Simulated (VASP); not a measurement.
# Li in VASP: notebook

The runs below take Li through single point, with PBE.

Everything below comes from runs of VASP 6.6.1. Logs are shortened: lines on timing, memory, paths and dates and some standing lists are left out, and cuts for length are marked.

## Step 1: The cell of the first run

The cell holds a slab with vacuum, 2 atoms: a = 3.055 Å, b = 3.055 Å, c = 9.344 Å, α = 90.00°, β = 90.00°, γ = 120.00°.

## Step 2: Single point, PBE

File INCAR:

```
ALGO = Normal
DIPOL = 0.5 0.5 0.500
EDIFF = 1E-6
ENCUT = 520
GGA = PE
IDIPOL = 3
ISIF = 2
ISMEAR = -1
LASPH = T
LCHARG = F
LDIPOL = T
LREAL = F
LWAVE = F
NBANDS = 10
NELM = 60
PREC = Accurate
SIGMA = 0.05
```

File KPOINTS:

```
k-points
0
Gamma
  15 15 1
```

File POSCAR:

```
Li
1.0
    3.0545772082      0.0000000000      0.0000000000
   -1.5272886041      2.6453414601      0.0000000000
    0.0000000000      0.0000000000      9.3442000000
Li
2
Direct
    0.8333333333      0.1666666667      0.3745619929
    0.1666666667      0.8333333333      0.6254380071
```

Potentials or basis: VASP PAW PBE potentials, release 64 (Li_sv).

Run with:

```
$ cat potpaw_PBE.64/Li_sv/POTCAR > POTCAR
$ mpirun -np 1 vasp_std > vasp.out
```

OUTCAR:

```text
EDIFF = 1E-6
   ENCUT = 520
   GGA = PE
   ISIF = 2
   ISMEAR = -1
   LASPH = T
   LREAL = F
   NELM = 60
   PREC = Accurate

 ion  position               nearest neighbor table
   1  0.833  0.167  0.375-
   2  0.167  0.833  0.625-

  LATTYP: Found a hexagonal cell.
 ALAT       =     3.0545772082
 C/A-ratio  =     3.0590812944

  Lattice vectors:

 A1 = (   3.0545772082,   0.0000000000,   0.0000000000)
 A2 = (  -1.5272886041,   2.6453414601,   0.0000000000)
 A3 = (   0.0000000000,   0.0000000000,   9.3442000000)

Analysis of symmetry for initial positions (statically):
=====================================================================
 Subroutine PRICEL returns:
 Original cell was already a primitive cell.

 Routine SETGRP: Setting up the symmetry group for a
 hexagonal supercell.

 Subroutine GETGRP returns: Found 12 space group operations
 (whereof  4 operations were pure point group operations)
 out of a pool of 24 trial point group operations.

The static configuration has the point symmetry C_2h.
 The point group associated with its full space group is D_3d.

Analysis of symmetry for dynamics (positions and initial velocities):
=====================================================================
 Subroutine PRICEL returns:
 Original cell was already a primitive cell.

 Routine SETGRP: Setting up the symmetry group for a
 hexagonal supercell.

 Subroutine GETGRP returns: Found 12 space group operations
 (whereof  4 operations were pure point group operations)
 out of a pool of 24 trial point group operations.

The dynamic configuration has the point symmetry C_2h.
 The point group associated with its full space group is D_3d.

 Subroutine INISYM returns: Found 12 space group operations
 (whereof  4 operations are pure point group operations),
 and found     1 'primitive' translations

----------------------------------------------------------------------------------------

                                     Primitive cell

  volume of cell :      75.5049

  direct lattice vectors                    reciprocal lattice vectors
     3.054577208  0.000000000  0.000000000     0.327377549  0.189011516  0.000000000
    -1.527288604  2.645341460  0.000000000     0.000000000  0.378023032  0.000000000
     0.000000000  0.000000000  9.344200000     0.000000000  0.000000000  0.107018257

  length of vectors
     3.054577208  3.054577208  9.344200000     0.378023032  0.378023032  0.107018257

  position of ions in fractional coordinates (direct lattice)
     0.833333333  0.166666667  0.374561993
     0.166666667  0.833333333  0.625438007

  ion indices of the primitive-cell ions
   primitive index   ion index
                 1           1
                 2           2

----------------------------------------------------------------------------------------

 KPOINTS: k-points

Automatic generation of k-mesh.
 Grid dimensions read from file:
 generate k-points for:   15   15    1

 Generating k-lattice:

  Cartesian coordinates                     Fractional coordinates (reciprocal lattice)
     0.021825170  0.012600768  0.000000000     0.066666667  0.000000000  0.000000000
     0.000000000  0.025201535  0.000000000     0.000000000  0.066666667  0.000000000
     0.000000000  0.000000000  0.107018257     0.000000000  0.000000000  1.000000000

  Length of vectors
     0.025201535  0.025201535  0.107018257

  Shift w.r.t. Gamma in fractional coordinates (k-lattice)
     0.000000000  0.000000000  0.000000000

 Subroutine IBZKPT returns following result:
 ===========================================

 Found     27 irreducible k-points:

 Following reciprocal coordinates:
            Coordinates               Weight
  0.000000  0.000000  0.000000      1.000000
  0.066667  0.000000  0.000000      6.000000
  0.133333  0.000000  0.000000      6.000000
  0.200000  0.000000  0.000000      6.000000
  0.266667  0.000000  0.000000      6.000000
  0.333333  0.000000  0.000000      6.000000
[... 16 lines left out ...]
  0.333333  0.200000  0.000000     12.000000
  0.400000  0.200000  0.000000      6.000000
 [... further k-points ...]
   k-points           NKPTS =     27   k-points in BZ     NKDIM =     27   number of bands    NBANDS=     10
   number of dos      NEDOS =    301   number of ions     NIONS =      2
   total plane-waves  NPLWV =  40320
   dimension x,y,z NGX =    24 NGY =   24 NGZ =   70
   dimension x,y,z NGXF=    48 NGYF=   48 NGZF=  140
   ions per type =               2
   NGX,Y,Z   is equivalent  to a cutoff of  13.06, 13.06, 12.45 a.u.
   NGXF,Y,Z  is equivalent  to a cutoff of  26.12, 26.12, 24.91 a.u.
 SYSTEM =  unknown system
   PREC   = accura    normal or accurate (medium, high low for compatibility)
   ISTART =      0    job   : 0-new  1-cont  2-samecut
   ICHARG =      2    charge: 1-file 2-atom 10-const
   ISPIN  =      1    spin polarized calculation?
   LNONCOLLINEAR =      F non collinear calculations
   LSORBIT =      F    spin-orbit coupling
   LASPH  =      T    aspherical Exc in radial PAW
   ENCUT  =  520.0 eV  38.22 Ry    6.18 a.u.   5.68  5.68 17.37*2*pi/ulx,y,z
   NELM   =     60;   NELMIN=  2; NELMDL= -5     # of ELM steps
   EDIFF  = 0.1E-05   stopping-criterion for ELM
   LREAL  =      F    real-space projection
   EDIFFG = 0.1E-04   stopping-criterion for IOM
   NSW    =      0    number of steps for IOM
   IBRION =     -1    ionic relax: 0-MD 1-quasi-New 2-CG
   NFREE  =      0    steps in history (QN), initial steepest desc. (CG)
   ISIF   =      2    stress and relaxation
   ISYM   =      2    0-nonsym 1-usesym 2-fastsym
   POTIM  = 0.5000    time-step for ionic-motion
   TEBEG  =    0.0;   TEEND  =   0.0 temperature during run
   PSTRESS=    0.0 pullay stress
   NELECT =       6.0000    total number of electrons
   NUPDOWN=      -1.0000    fix difference up-down
   EMIN   =  10.00;   EMAX   =-10.00  energy-range for DOS
   EFERMI =   0.00;   METHOD = LEGACY
   ISMEAR =    -1;   SIGMA  =   0.05  broadening in eV -4-tet -1-fermi 0-gaus
   EFERMI_NEDOS =   21; number of points for ismear=-14 and -15
   IALGO  =     38    algorithm
   IMIX   =      4    mixing-type and parameters
     AMIX     =   0.40;   BMIX     =  1.00
     AMIX_MAG =   1.60;   BMIX_MAG =  1.00
  volume/ion in A,a.u.               =      37.75       254.77
  Fermi-wavevector in a.u.,A,eV,Ry     =   0.703829  1.330043  6.739982  0.495375
  Thomas-Fermi vector in A             =   1.788905
   LORBIT       =      0    0 simple, 1 ext, 2 COOP (PROOUT), +10 PAW based schemes
   GGA     = PE    functional components
   LHFCALC =     F    Hartree Fock is set to
   AEXX    =    0.0000 exact exchange contribution
   IVDW    =     0    specifies the selected vdW correction
   LEPSILON=     F    determine dielectric tensor
   LRPA    =     F    only Hartree local field effects (RPA)
 non-spin polarized calculation
  energy-cutoff  :      520.00
  volume of cell :       75.50
 maximum number of plane-waves:      2056
 NGX is ok and might be reduce to    24
   NGX = 11   NGY = 11   NGZ = 35

 dipolmoment           0.000000      0.000000      0.000000 electrons x Angstroem

 number of electron       6.0000003 magnetization

 dipolmoment           0.000000      0.000000     -0.000000 electrons x Angstroem

 Free energy of the ion-electron system (eV)
  ---------------------------------------------------
  ext. energy  EPLUGINS =         0.00000000
  ---------------------------------------------------
  free energy    TOTEN  =        -3.27548771 eV

  energy without entropy =       -3.26792387  energy(sigma->0) =       -3.27170579

 E-fermi :  -0.8547     XC(G=0):  -4.9249

 val. band max:       -0.8667826855   @ k =   0.4667   0.0000   0.0000
 cond. band min:      -0.8459597090   @ k =   0.0000   0.0000   0.0000
 fundamental gap:      0.0208229765
 Fermi energy:        -0.8547018796

 k-point     1 :       0.0000    0.0000    0.0000
  band No.  band energies     occupation
      1     -47.7711      2.00000
      2     -47.7568      2.00000
      3      -4.0328      2.00000
      4      -1.9602      2.00000
      5      -0.8460      0.91280
      6       3.3565      0.00000
      7       4.3369      0.00000
      8      10.8498      0.00000
      9      11.7784      0.00000
     10      11.7785      0.00000

 k-point     2 :       0.0667    0.0000    0.0000
  band No.  band energies     occupation
      1     -47.7704      2.00000
      2     -47.7563      2.00000
      3      -3.9625      2.00000
      4      -1.8865      2.00000
      5      -0.7515      0.22543
      6       3.4464      0.00000
      7       4.3882      0.00000
      8      10.7973      0.00000
      9      11.1503      0.00000
     10      11.2937      0.00000

 k-point     3 :       0.1333    0.0000    0.0000
  band No.  band energies     occupation
      1     -47.7685      2.00000
      2     -47.7553      2.00000
      3      -3.7520      2.00000
      4      -1.6674      2.00000
      5      -0.4684      0.00088
      6       3.7150      0.00000
      7       4.5327      0.00000
      8       9.5043      0.00000
      9      10.4604      0.00000
     10      10.9297      0.00000
[... 248 lines left out ...]
 k-point    23 :       0.3333    0.2000    0.0000
  band No.  band energies     occupation
      1     -47.7532      2.00000
      2     -47.7494      2.00000
      3      -0.6667      0.04551
      4       0.8634      0.00000
      5       2.7275      0.00000
      6       3.6501      0.00000
      7       3.9447      0.00000
      8       5.6279      0.00000
      9       6.6400      0.00000
     10       7.3322      0.00000

 k-point    24 :       0.4000    0.2000    0.0000
  band No.  band energies     occupation
      1     -47.7523      2.00000
      2     -47.7494      2.00000
      3      -0.0903      0.00000
      4       0.6483      0.00000
      5       2.8761      0.00000
      6       3.1284      0.00000
      7       4.7651      0.00000
      8       5.2859      0.00000
      9       5.8066      0.00000
     10       7.3082      0.00000

 [... further k-points ...]

------------------------ aborting loop because EDIFF is reached ----------------------------------------

 vacuum level on the upper side and lower side of the slab       (xc-potential included)        -1.735        -1.735

  FORCE on cell =-STRESS in cart. coord.  units (eV):
  Direction    XX          YY          ZZ          XY          YZ          ZX
  --------------------------------------------------------------------------------------
  -------------------------------------------------------------------------------------
  Total        0.1175405      0.1175405      0.2008313      0.0000000      0.0000000      0.0000000
  in kB        2.4941539      2.4941539      4.2615447      0.0000000      0.0000000      0.0000000
  external PRESSURE =       3.0832841 kB  Pullay stress =       0.0000000 kB

 VOLUME and BASIS-vectors are now :
 -----------------------------------------------------------------------------
  energy-cutoff  :      520.00
  volume of cell :       75.50
      direct lattice vectors                 reciprocal lattice vectors
     3.054577208  0.000000000  0.000000000     0.327377549  0.189011516  0.000000000
    -1.527288604  2.645341460  0.000000000     0.000000000  0.378023032  0.000000000
     0.000000000  0.000000000  9.344200000     0.000000000  0.000000000  0.107018257

 POSITION                                       TOTAL-FORCE (eV/Angst)
 -----------------------------------------------------------------------------------
      2.29093      0.44089      3.49998         0.000000     -0.000000      0.018607
     -0.76364      2.20445      5.84422        -0.000000      0.000000     -0.018607
 -----------------------------------------------------------------------------------
    total drift:                               -0.000000     -0.000000     -0.000000

  FREE ENERGIE OF THE ION-ELECTRON SYSTEM (eV)
  ---------------------------------------------------
  free  energy   TOTEN  =        -3.2754877099 eV

  energy  without entropy=       -3.2679238674  energy(sigma->0) =       -3.27170579

 vacuum level on the upper side and lower side of the slab         0.555         0.555
```

It took 13 s on 1 thread of Intel Xeon Platinum 8259CL at 2.50GHz (Skylake/Cascade Lake), shared host; peak memory 0.18 GiB.

What came out:

```
Free energy            : -3.2755 eV
Largest force          : 0.019 eV/Å
Band gap on the k mesh : zero (bands 3 and 4 overlap by 2.76 eV)
```

Forces on the atoms (eV/Å):
```
Li   0.000  0.000  0.019
Li   0.000  0.000 -0.019
```

Levels at points of the mesh, in eV from the Fermi level:
```tsv
k point	band 1	band 2	band 3	band 4	band 5	band 6	band 7
(0.00, 0.00, 0.00)	-46.92	-46.90	-3.18	-1.11	0.01	4.21	5.19
```

Caveat: the cutoff is under 1.25 times the usual one of these potentials, so pressure, stress and relaxed cells hold a basis-set (Pulay) error.

## Step 3: Single point, PBE

File INCAR:

```
SYSTEM = Li
  PREC = Accurate
  ENCUT = 520
  EDIFF = 1E-6
  ISMEAR = -1
  SIGMA = 0.05
  LREAL = .False.
  LASPH = .True.
  NELM = 80
  ALGO = Normal
  ISIF = 2
  LWAVE = .False.
  LCHARG = .False.
  LDIPOL = .True.
  IDIPOL = 3
  DIPOL = 0.5 0.5 0.500
  GGA = PE
  NBANDS = 10
```

File KPOINTS:

```
regular mesh
0
Gamma
  15 15 1
  0 0 0
```

POSCAR is that of step 2.

Potentials or basis: VASP PAW PBE potentials, release 64 (Li_sv).

Run with:

```
$ cat potpaw_PBE.64/Li_sv/POTCAR > POTCAR
$ mpirun -np 1 vasp_std > vasp.out
```

Run time: 13 s. Hardware: 1 thread of Intel Xeon Platinum 8259CL at 2.50GHz (Skylake/Cascade Lake), shared host; peak memory 0.18 GiB.

It converged, with:

| Property | Result |
| --- | --- |
| Free energy | -3.2755 eV |
| Largest force | 0.019 eV/Å |
| Band gap on the k mesh | zero (bands 3 and 4 overlap by 2.76 eV) |

Forces on the atoms (eV/Å):
```
Li   0.000  0.000  0.019
Li   0.000  0.000 -0.019
```

Levels at points of the mesh, in eV from the Fermi level:
| k point | band 1 | band 2 | band 3 | band 4 | band 5 | band 6 | band 7 | band 8 |
| --- | --- | --- | --- | --- | --- | --- | --- | --- |
| (0.00, 0.00, 0.00) | -46.92 | -46.90 | -3.18 | -1.11 | 0.01 | 4.21 | 5.19 | 11.70 |

Caveat: the cutoff is under 1.25 times the usual one of these potentials, so pressure, stress and relaxed cells hold a basis-set (Pulay) error.

## Step 4: Single point, PBE

This run uses another cell than the first one.

File INCAR:

```
SYSTEM = Li
PREC = Accurate
ENCUT = 520
EDIFF = 1E-7
ISMEAR = -1
SIGMA = 0.05
LREAL = .FALSE.
LASPH = .TRUE.
NELM = 100
ALGO = Normal
ISIF = 2
LWAVE = .FALSE.
LCHARG = .FALSE.
LDIPOL = .TRUE.
IDIPOL = 3
DIPOL = 0.5 0.5 0.500
GGA = PE
NBANDS = 10
```

File KPOINTS:

```
regular mesh
0
G
  15 15 1
  0 0 0
```

File POSCAR:

```
Li
1.0
    3.0545772082      0.0000000000      0.0000000000
   -1.5272886041      2.6453414601      0.0000000000
    0.0000000000      0.0000000000     22.5014000000
Li
2
Direct
    0.8333333330      0.1666666670      0.4444176352
    0.1666666670      0.8333333330      0.5555823648
```

Run with:

```
$ cat potpaw_PBE.64/Li_sv/POTCAR > POTCAR
$ mpirun -np 1 vasp_std > vasp.out
```

Run time: 51 s. Hardware: 1 thread of Intel Xeon Platinum 8259CL at 2.50GHz (Skylake/Cascade Lake), shared host; peak memory 0.3 GiB.

It converged, with:

```yaml
Free_energy: -3.3002 eV
Largest_force: 0.129 eV/Å
Band_gap_on_the_k_mesh: zero (bands 3 and 4 overlap by 3.03 eV)
```

Forces in eV/Å, atoms in the order of the input:
```
Li   0.000  0.000  0.129
Li   0.000  0.000 -0.129
```

Levels at points of the mesh, in eV from the Fermi level:
| k point | band 1 | band 2 | band 3 | band 4 | band 5 | band 6 |
| --- | --- | --- | --- | --- | --- | --- |
| (0.00, 0.00, 0.00) | -46.98 | -46.97 | -3.12 | -1.24 | 0.17 | 2.88 |

Caveat: the cutoff is under 1.25 times the usual one of these potentials, so pressure, stress and relaxed cells hold a basis-set (Pulay) error.
